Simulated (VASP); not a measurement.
# Zn (P6_3/mmc) in VASP: a series of runs

The runs below take Zn through single point, relaxation of cell and atoms, with PBEsol.

All numbers are computed with VASP 6.6.1; they aren't measurements. Logs are shortened: lines on timing, memory, paths and dates and some standing lists are left out, and cuts for length are marked.

## 1. The cell of the first run

Symmetry: P6_3/mmc, No. 194, hexagonal system. The conventional cell has a = 2.604 Å, b = 2.604 Å, c = 4.839 Å, α = 90.00°, β = 90.00°, γ = 120.00°. Zn (site symmetry -6m2) has 12 Zn at 2.60 to 2.85 Å within 3.4 Å.

## 2. Single point, PBEsol

INCAR reads:

```
PREC     = Accurate       # precision mode
ENCUT    = 520            # plane-wave cutoff, eV
EDIFF    = 1E-7           # SCF threshold, eV
ISMEAR   = 1              # smearing method
SIGMA    = 0.02           # smearing width, eV
LREAL    = False          # projectors in reciprocal space
LASPH    = True           # aspherical terms in the spheres
NELM     = 100            # most SCF steps
ALGO     = Normal         # electronic algorithm
ISIF     = 2              # what is computed and relaxed
LWAVE    = False          # write WAVECAR
LCHARG   = True           # write CHGCAR
GGA      = PS             # functional
LELF     = True           # ELF
LVHAR    = True         
NBANDS   = 19             # bands
```

KPOINTS reads:

```
regular mesh
0
Gamma
  10 10 5
```

POSCAR reads:

```
Zn
1.0
    2.6040328319      0.0000000000      0.0000000000
   -1.3020164160      2.2551585847      0.0000000000
    0.0000000000      0.0000000000      4.8388775749
Zn
2
Direct
    0.3333333333      0.6666666667      0.2500000000
    0.6666666667      0.3333333333      0.7500000000
```

Potentials or basis: VASP PAW PBE potentials, release 64 (Zn).

The run is started by

```bash
$ cat potpaw_PBE.64/Zn/POTCAR > POTCAR
$ mpirun -np 1 vasp_std > vasp.out
```

OUTCAR:

```text
PREC = Accurate
   ENCUT = 520
   EDIFF = 1E-7
   ISMEAR = 1
   LREAL = False
   LASPH = True
   NELM = 100
   ISIF = 2
   GGA = PS

 ion  position               nearest neighbor table
   1  0.333  0.667  0.250-   2 2.85   2 2.85   2 2.85   2 2.85   2 2.85   2 2.85
   2  0.667  0.333  0.750-   1 2.85   1 2.85   1 2.85   1 2.85   1 2.85   1 2.85

  LATTYP: Found a hexagonal cell.
 ALAT       =     2.6040328319
 C/A-ratio  =     1.8582244877

  Lattice vectors:

 A1 = (   2.6040328319,   0.0000000000,   0.0000000000)
 A2 = (  -1.3020164160,   2.2551585847,   0.0000000000)
 A3 = (   0.0000000000,   0.0000000000,   4.8388775749)

Analysis of symmetry for initial positions (statically):
=====================================================================
 Subroutine PRICEL returns:
 Original cell was already a primitive cell.

 Routine SETGRP: Setting up the symmetry group for a
 hexagonal supercell.

 Subroutine GETGRP returns: Found 24 space group operations
 (whereof 12 operations were pure point group operations)
 out of a pool of 24 trial point group operations.

The static configuration has the point symmetry D_3d.
 The point group associated with its full space group is D_6h.

Analysis of symmetry for dynamics (positions and initial velocities):
=====================================================================
 Subroutine PRICEL returns:
 Original cell was already a primitive cell.

 Routine SETGRP: Setting up the symmetry group for a
 hexagonal supercell.

 Subroutine GETGRP returns: Found 24 space group operations
 (whereof 12 operations were pure point group operations)
 out of a pool of 24 trial point group operations.

The dynamic configuration has the point symmetry D_3d.
 The point group associated with its full space group is D_6h.

 Subroutine INISYM returns: Found 24 space group operations
 (whereof 12 operations are pure point group operations),
 and found     1 'primitive' translations

----------------------------------------------------------------------------------------

                                     Primitive cell

  volume of cell :      28.4163

  direct lattice vectors                    reciprocal lattice vectors
     2.604032832  0.000000000  0.000000000     0.384019736  0.221713898  0.000000000
    -1.302016416  2.255158585  0.000000000     0.000000000  0.443427796  0.000000000
     0.000000000  0.000000000  4.838877575     0.000000000  0.000000000  0.206659496

  length of vectors
     2.604032832  2.604032832  4.838877575     0.443427796  0.443427796  0.206659496

  position of ions in fractional coordinates (direct lattice)
     0.333333333  0.666666667  0.250000000
     0.666666667  0.333333333  0.750000000

  ion indices of the primitive-cell ions
   primitive index   ion index
                 1           1
                 2           2

----------------------------------------------------------------------------------------

 KPOINTS: regular mesh

Automatic generation of k-mesh.
 Grid dimensions read from file:
 generate k-points for:   10   10    5

 Generating k-lattice:

  Cartesian coordinates                     Fractional coordinates (reciprocal lattice)
     0.038401974  0.022171390  0.000000000     0.100000000  0.000000000  0.000000000
     0.000000000  0.044342780  0.000000000     0.000000000  0.100000000  0.000000000
     0.000000000  0.000000000  0.041331899     0.000000000  0.000000000  0.200000000

  Length of vectors
     0.044342780  0.044342780  0.041331899

  Shift w.r.t. Gamma in fractional coordinates (k-lattice)
     0.000000000  0.000000000  0.000000000

 Subroutine IBZKPT returns following result:
 ===========================================

 Found     42 irreducible k-points:

 Following reciprocal coordinates:
            Coordinates               Weight
  0.000000  0.000000  0.000000      1.000000
  0.100000 -0.000000  0.000000      6.000000
  0.200000 -0.000000  0.000000      6.000000
  0.300000  0.000000  0.000000      6.000000
  0.400000  0.000000  0.000000      6.000000
  0.500000  0.000000  0.000000      3.000000
[... 16 lines left out ...]
  0.300000  0.100000  0.200000     24.000000
  0.400000  0.100000  0.200000     24.000000
 [... further k-points ...]
   k-points           NKPTS =     42   k-points in BZ     NKDIM =     42   number of bands    NBANDS=     19
   number of dos      NEDOS =    301   number of ions     NIONS =      2
   total plane-waves  NPLWV =  14400
   dimension x,y,z NGX =    20 NGY =   20 NGZ =   36
   dimension x,y,z NGXF=    40 NGYF=   40 NGZF=   72
   ions per type =               2
   NGX,Y,Z   is equivalent  to a cutoff of  12.77, 12.77, 12.37 a.u.
   NGXF,Y,Z  is equivalent  to a cutoff of  25.54, 25.54, 24.74 a.u.
 SYSTEM =  unknown system
   PREC   = accura    normal or accurate (medium, high low for compatibility)
   ISTART =      0    job   : 0-new  1-cont  2-samecut
   ICHARG =      2    charge: 1-file 2-atom 10-const
   ISPIN  =      1    spin polarized calculation?
   LNONCOLLINEAR =      F non collinear calculations
   LSORBIT =      F    spin-orbit coupling
   LASPH  =      T    aspherical Exc in radial PAW
   ENCUT  =  520.0 eV  38.22 Ry    6.18 a.u.   4.84  4.84  9.00*2*pi/ulx,y,z
   NELM   =    100;   NELMIN=  2; NELMDL= -5     # of ELM steps
   EDIFF  = 0.1E-06   stopping-criterion for ELM
   LREAL  =      F    real-space projection
   EDIFFG = 0.1E-05   stopping-criterion for IOM
   NSW    =      0    number of steps for IOM
   IBRION =     -1    ionic relax: 0-MD 1-quasi-New 2-CG
   NFREE  =      0    steps in history (QN), initial steepest desc. (CG)
   ISIF   =      2    stress and relaxation
   ISYM   =      2    0-nonsym 1-usesym 2-fastsym
   POTIM  = 0.5000    time-step for ionic-motion
   TEBEG  =    0.0;   TEEND  =   0.0 temperature during run
   PSTRESS=    0.0 pullay stress
   NELECT =      24.0000    total number of electrons
   NUPDOWN=      -1.0000    fix difference up-down
   EMIN   =  10.00;   EMAX   =-10.00  energy-range for DOS
   EFERMI =   0.00;   METHOD = LEGACY
   ISMEAR =     1;   SIGMA  =   0.02  broadening in eV -4-tet -1-fermi 0-gaus
   EFERMI_NEDOS =   21; number of points for ismear=-14 and -15
   IALGO  =     38    algorithm
   IMIX   =      4    mixing-type and parameters
     AMIX     =   0.40;   BMIX     =  1.00
     AMIX_MAG =   1.60;   BMIX_MAG =  1.00
  volume/ion in A,a.u.               =      14.21        95.88
  Fermi-wavevector in a.u.,A,eV,Ry     =   1.547471  2.924296 32.581416  2.394666
  Thomas-Fermi vector in A             =   2.652560
   LORBIT       =      0    0 simple, 1 ext, 2 COOP (PROOUT), +10 PAW based schemes
   GGA     = PS    functional components
   LHFCALC =     F    Hartree Fock is set to
   AEXX    =    0.0000 exact exchange contribution
   IVDW    =     0    specifies the selected vdW correction
   LEPSILON=     F    determine dielectric tensor
   LRPA    =     F    only Hartree local field effects (RPA)
 non-spin polarized calculation
 Methfessel and Paxton  Order N= 1 SIGMA  =   0.02
  energy-cutoff  :      520.00
  volume of cell :       28.42
 maximum number of plane-waves:       776
 NGX is ok and might be reduce to    20
   NGX =  9   NGY =  9   NGZ = 17

 number of electron      24.0000031 magnetization

 Free energy of the ion-electron system (eV)
  ---------------------------------------------------
  ext. energy  EPLUGINS =         0.00000000
  ---------------------------------------------------
  free energy    TOTEN  =        -3.18468505 eV

  energy without entropy =       -3.18461419  energy(sigma->0) =       -3.18466143

 E-fermi :   3.2212     XC(G=0): -12.0621

 val. band max:        3.2154588328   @ k =   0.1000  -0.0000   0.2000
 cond. band min:       3.4258688993   @ k =   0.4000   0.0000   0.0000
 fundamental gap:      0.2104100665
 Fermi energy:         3.2212290395

 k-point     1 :       0.0000    0.0000    0.0000
  band No.  band energies     occupation
      1      -7.5353      2.00000
      2      -5.4798      2.00000
      3      -4.6628      2.00000
      4      -4.3962      2.00000
      5      -4.3962      2.00000
      6      -4.3386      2.00000
[... 11 lines left out ...]
     18      23.2819      0.00000
     19      23.4220      0.00000

 k-point     2 :       0.1000   -0.0000    0.0000
  band No.  band energies     occupation
      1      -7.2258      2.00000
      2      -5.3398      2.00000
      3      -4.6318      2.00000
      4      -4.4264      2.00000
      5      -4.3706      2.00000
      6      -4.3185      2.00000
[... 11 lines left out ...]
     18      21.8321      0.00000
     19      23.9260      0.00000

 k-point     3 :       0.2000   -0.0000    0.0000
  band No.  band energies     occupation
      1      -6.3508      2.00000
      2      -5.0643      2.00000
      3      -4.5906      2.00000
      4      -4.4864      2.00000
      5      -4.3834      2.00000
      6      -4.2965      2.00000
[... 11 lines left out ...]
     18      20.0446      0.00000
     19      20.1643      0.00000

 k-point     4 :       0.3000    0.0000    0.0000
  band No.  band energies     occupation
      1      -5.3748      2.00000
      2      -5.0428      2.00000
      3      -4.7098      2.00000
      4      -4.4611      2.00000
      5      -4.3014      2.00000
      6      -4.2508      2.00000
[... 11 lines left out ...]
     18      19.1308      0.00000
     19      21.0348      0.00000

 k-point     5 :       0.4000    0.0000    0.0000
  band No.  band energies     occupation
      1      -5.2103      2.00000
      2      -5.1266      2.00000
      3      -4.9095      2.00000
      4      -4.3728      2.00000
      5      -4.2973      2.00000
      6      -4.2094      2.00000
[... 11 lines left out ...]
     18      18.5816      0.00000
     19      20.1108      0.00000

 k-point     6 :       0.5000    0.0000    0.0000
  band No.  band energies     occupation
      1      -5.2432      2.00000
      2      -5.1547      2.00000
      3      -4.9749      2.00000
      4      -4.4191      2.00000
      5      -4.2326      2.00000
      6      -4.2322      2.00000
[... 11 lines left out ...]
     18      18.4003      0.00000
     19      19.6937      0.00000

 k-point     7 :       0.1000    0.1000    0.0000
  band No.  band energies     occupation
      1      -6.6279      2.00000
      2      -5.1128      2.00000
      3      -4.6194      2.00000
      4      -4.4366      2.00000
      5      -4.4362      2.00000
      6      -4.2613      2.00000
[... 11 lines left out ...]
     18      21.2762      0.00000
     19      22.0161      0.00000

 k-point     8 :       0.2000    0.1000    0.0000
  band No.  band energies     occupation
      1      -5.6007      2.00000
      2      -4.9191      2.00000
      3      -4.5965      2.00000
      4      -4.5817      2.00000
      5      -4.4978      2.00000
      6      -4.2684      2.00000
[... 256 lines left out ...]
 k-point    20 :       0.5000    0.0000    0.2000
  band No.  band energies     occupation
      1      -5.2260      2.00000
      2      -5.2255      2.00000
      3      -4.9095      2.00000
      4      -4.6152      2.00000
      5      -4.1883      2.00000
      6      -4.1254      2.00000
[... 11 lines left out ...]
     18      18.5059      0.00000
     19      18.5080      0.00000

 k-point    21 :       0.1000    0.1000    0.2000
  band No.  band energies     occupation
      1      -6.3930      2.00000
      2      -5.1101      2.00000
      3      -4.6070      2.00000
      4      -4.4898      2.00000
      5      -4.4782      2.00000
      6      -4.2785      2.00000
[... 11 lines left out ...]
     18      19.5314      0.00000
     19      23.6445      0.00000

 k-point    22 :       0.2000    0.1000    0.2000
  band No.  band energies     occupation
      1      -5.4496      2.00000
      2      -4.8924      2.00000
      3      -4.6531      2.00000
      4      -4.5536      2.00000
      5      -4.5427      2.00000
      6      -4.3274      2.00000
[... 11 lines left out ...]
     18      17.6743      0.00000
     19      20.4413      0.00000

 k-point    23 :       0.3000    0.1000    0.2000
  band No.  band energies     occupation
      1      -5.1004      2.00000
      2      -5.0017      2.00000
      3      -4.7647      2.00000
      4      -4.6051      2.00000
      5      -4.3021      2.00000
      6      -4.1458      2.00000
[... 11 lines left out ...]
     18      16.4823      0.00000
     19      19.0352      0.00000

 k-point    24 :       0.4000    0.1000    0.2000
  band No.  band energies     occupation
      1      -5.1366      2.00000
      2      -5.1139      2.00000
      3      -4.8437      2.00000
      4      -4.6032      2.00000
      5      -4.2768      2.00000
      6      -4.0965      2.00000
[... 11 lines left out ...]
     18      15.8375      0.00000
     19      20.2511      0.00000

 [... further k-points ...]

------------------------ aborting loop because EDIFF is reached ----------------------------------------

  FORCE on cell =-STRESS in cart. coord.  units (eV):
  Direction    XX          YY          ZZ          XY          YZ          ZX
  --------------------------------------------------------------------------------------
  -------------------------------------------------------------------------------------
  Total        0.0913435      0.0913435      0.0614310     -0.0000000      0.0000000      0.0000000
  in kB        5.1501495      5.1501495      3.4636154     -0.0000000      0.0000000      0.0000000
  external PRESSURE =       4.5879715 kB  Pullay stress =       0.0000000 kB

 VOLUME and BASIS-vectors are now :
 -----------------------------------------------------------------------------
  energy-cutoff  :      520.00
  volume of cell :       28.42
      direct lattice vectors                 reciprocal lattice vectors
     2.604032832  0.000000000  0.000000000     0.384019736  0.221713898  0.000000000
    -1.302016416  2.255158585  0.000000000     0.000000000  0.443427796  0.000000000
     0.000000000  0.000000000  4.838877575     0.000000000  0.000000000  0.206659496

 POSITION                                       TOTAL-FORCE (eV/Angst)
 -----------------------------------------------------------------------------------
     -0.00000      1.50344      1.20972         0.000000     -0.000000      0.000000
      1.30202      0.75172      3.62916        -0.000000      0.000000      0.000000
 -----------------------------------------------------------------------------------
    total drift:                                0.000000     -0.000000      0.000000

  FREE ENERGIE OF THE ION-ELECTRON SYSTEM (eV)
  ---------------------------------------------------
  free  energy   TOTEN  =        -3.1846850489 eV

  energy  without entropy=       -3.1846141914  energy(sigma->0) =       -3.18466143
```

Wall time 8.6 s (1 thread of Intel Xeon 6975P-C (Granite Rapids), shared host); peak memory 0.14 GiB.

What came out:

* Free energy: -3.1847 eV
* Pressure: 0.5 GPa
* Band gap on the k mesh: zero (bands 12 and 13 overlap by 4.11 eV)

Levels at points of the mesh, in eV from the Fermi level:
```
           k point  band 9  band 10  band 11  band 12  band 13  band 14  band 15  band 16
(0.00, 0.00, 0.00)   -7.19    -6.95    -6.95    -3.79    -2.77    14.41    18.15    18.55
(0.50, 0.00, 0.00)   -6.75    -6.73    -2.85    -1.99     3.00     3.81     4.72     6.08
```

Caveat: the PAW data sets were made with another functional, which shifts forces and pressure a little.

## 3. Relaxation of cell and atoms, PBEsol

This run uses another cell than the first one, of 15.33 Å³/atom.

INCAR reads:

```
SYSTEM = Zn
  ALGO = Normal
  EDIFF = 1E-6
  EDIFFG = -0.03
  ENCUT = 600
  GGA = PS
  IBRION = 2
  ISIF = 3
  ISMEAR = 1
  LASPH = .True.
  LCHARG = .False.
  LREAL = .False.
  LWAVE = .False.
  NELM = 80
  NSW = 80
  PREC = Accurate
  SIGMA = 0.02
```

KPOINTS reads:

```
k-points
0
Gamma
  10 10 5
  0 0 0
```

POSCAR reads:

```
Zn
1.0
    2.6700000000      0.0000000000      0.0000000000
   -1.3350000000      2.3122878300      0.0000000000
    0.0000000000      0.0000000000      4.9660000000
Zn
2
Direct
    0.3333333300      0.6666666700      0.2500000000
    0.6666666700      0.3333333300      0.7500000000
```

Potentials or basis: VASP PAW PBE potentials, release 64 (Zn).

The run is started by

```bash
$ cat potpaw_PBE.64/Zn/POTCAR > POTCAR
$ mpirun -np 1 vasp_std > vasp.out
```

It took 32 s on 1 thread of Intel Xeon 6975P-C (Granite Rapids), shared host; peak memory 0.17 GiB.

It converged, with:

```
Free energy                           : -3.1854 eV
Relaxed volume                        : 14.28 Å³/atom
Relaxed cell                          : a = 2.609 Å, b = 2.609 Å, c = 4.844 Å, α = 90.00°, β = 90.00°, γ = 120.00°
Space group after relaxing (to 0.1 Å) : P6_3/mmc (No. 194)
Energy gained by relaxing             : 19.7 meV/atom
Ionic steps                           : 6
Pressure after relaxing               : -0.1 GPa
Band gap on the k mesh                : zero (bands 12 and 13 overlap by 4.10 eV)
```

Stress tensor (GPa, compression positive):
```
-0.20  0.00  0.00
 0.00 -0.20  0.00
 0.00  0.00 -0.02
```

Step by step:
| step | energy change (eV) | largest force (eV/Å) | pressure (GPa) | volume (Å³) |
| --- | --- | --- | --- | --- |
| 1 | 0.0000 | 0.0000 | -5.51 | 30.66 |
| 2 | -0.0380 | 0.0000 | 0.74 | 28.38 |
| 3 | -0.0386 | 0.0000 | -0.08 | 28.62 |
| 4 | -0.0386 | 0.0000 | -0.19 | 28.66 |
| 5 | -0.0394 | 0.0000 | -0.21 | 28.59 |
| 6 | -0.0395 | 0.0000 | -0.14 | 28.56 |

Final structure:
```yaml
crystal:
  lattice:
    - [2.60911, 0.00000, 0.00000]
    - [-1.30455, 2.25955, 0.00000]
    - [0.00000, 0.00000, 4.84408]
  atoms:
    - { symbol: Zn, position: [0.33333, 0.66667, 0.25000] }
    - { symbol: Zn, position: [0.66667, 0.33333, 0.75000] }
```

Levels at points of the mesh, in eV from the Fermi level:
```tsv
k point	band 9	band 10	band 11	band 12	band 13	band 14	band 15	band 16
(0.00, 0.00, 0.00)	-7.19	-6.95	-6.95	-3.77	-2.78	14.39	18.11	18.45
(0.50, 0.00, 0.00)	-6.75	-6.73	-2.84	-2.00	2.98	3.80	4.68	6.06
```

Caveat: the PAW data sets were made with another functional, which shifts forces and pressure a little.
